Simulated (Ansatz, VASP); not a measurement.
One calculation of Si3Sn2, two programs

Contents of INCAR:

```
ALGO     = Normal         # electronic algorithm
EDIFF    = 1E-6           # SCF threshold, eV
ENCUT    = 520            # plane-wave cutoff, eV
GGA      = PE             # functional
ISIF     = 2              # what is computed and relaxed
ISMEAR   = 0              # smearing method
LASPH    = True           # aspherical terms in the spheres
LCHARG   = False          # write CHGCAR
LREAL    = False          # projectors in reciprocal space
LWAVE    = False          # write WAVECAR
NBANDS   = 51             # bands
NELM     = 60             # most SCF steps
PREC     = Accurate       # precision mode
SIGMA    = 0.1            # smearing width, eV
```

Contents of KPOINTS:

```
k-points
0
Gamma
  12 12 2
```

POSCAR

```
Si3Sn2
1.0
    3.5245585180      0.0000000000      0.0000000000
   -1.7622792590      3.0523572137      0.0000000000
    0.0000000000      0.0000000000     20.2346083507
Si Sn
6 4
Direct
    0.6666666667      0.3333333333      0.7500000000
    0.6666666667      0.3333333333      0.1815084673
    0.6666666667      0.3333333333      0.3184915327
    0.3333333333      0.6666666667      0.6815084673
    0.3333333333      0.6666666667      0.8184915327
    0.3333333333      0.6666666667      0.2500000000
    0.6666666667      0.3333333333      0.9332415614
    0.6666666667      0.3333333333      0.5667584386
    0.3333333333      0.6666666667      0.0667584386
    0.3333333333      0.6666666667      0.4332415614
```

Input for Ansatz:

```yaml
crystal:
  lattice:
    - [3.524558518, 0.0, 0.0]
    - [-1.762279259, 3.0523572137, 0.0]
    - [0.0, 0.0, 20.2346083507]
  atoms:
    - { symbol: Si, position: [0.6666666667, 0.3333333333, 0.75] }
    - { symbol: Si, position: [0.6666666667, 0.3333333333, 0.1815084673] }
    - { symbol: Si, position: [0.6666666667, 0.3333333333, 0.3184915327] }
    - { symbol: Si, position: [0.3333333333, 0.6666666667, 0.6815084673] }
    - { symbol: Si, position: [0.3333333333, 0.6666666667, 0.8184915327] }
    - { symbol: Si, position: [0.3333333333, 0.6666666667, 0.25] }
    - { symbol: Sn, position: [0.6666666667, 0.3333333333, 0.9332415614] }
    - { symbol: Sn, position: [0.6666666667, 0.3333333333, 0.5667584386] }
    - { symbol: Sn, position: [0.3333333333, 0.6666666667, 0.0667584386] }
    - { symbol: Sn, position: [0.3333333333, 0.6666666667, 0.4332415614] }
basis:
  ecutwfc: 420
kpoints:
  mp_grid: { grid: [12, 12, 2] }
  band_path:
    path:
      - [[0.0, 0.0, 0.0], [0.5, 0.0, 0.0], [0.33333333, 0.33333333, 0.0], [0.0, 0.0, 0.0], [0.0, 0.0, 0.5], [0.5, 0.0, 0.5], [0.33333333, 0.33333333, 0.5], [0.0, 0.0, 0.5]]
      - [[0.5, 0.0, 0.5], [0.5, 0.0, 0.0]]
      - [[0.33333333, 0.33333333, 0.5], [0.33333333, 0.33333333, 0.0]]
    npoints: 14
hamiltonian:
  xc: pbe
scf:
  occupations: { method: gaussian, width: 0.1 }
  n_extra_bands: 25
output:
  forces: true
  stress: true
  eigenvalues: true
  populations: true
  dos: { projected: true, de: 0.02, nscf_kmesh: { grid: [15, 15, 3] } }
  bader: true
  write_density: true
  write_potential: true
  elf: true
  volumetric_format: npy
```

Alike in both runs: task single point; functional PBE; k mesh 12 × 12 × 2; occupations gaussian, width 0.1 eV; no spin polarisation.

|  | VASP | Ansatz |
| --- | --- | --- |
| version | VASP 6.6.1 | Ansatz 0.2.0 |
| potentials or method | VASP PAW PBE potentials, release 64 (Si, Sn_d), cutoff 520 eV | scalar-relativistic, plane waves, PAW |
| valence electrons in the cell | 80 | 80 |

```csv
,VASP,Ansatz,Ansatz less VASP
gap on the k mesh at the Fermi level (eV),none,none,-
pressure (GPa),-0.1,0.0,+0.08
rms of the force components (eV/Å),0.004,0.001,-0.0027
```

Atom by atom the forces differ by 0.004 eV/Å (rms over components). A gap of «none» marks a metal or a gap that the smearing closes. With one functional, cell and mesh, what is left measures potentials, basis and numerics.
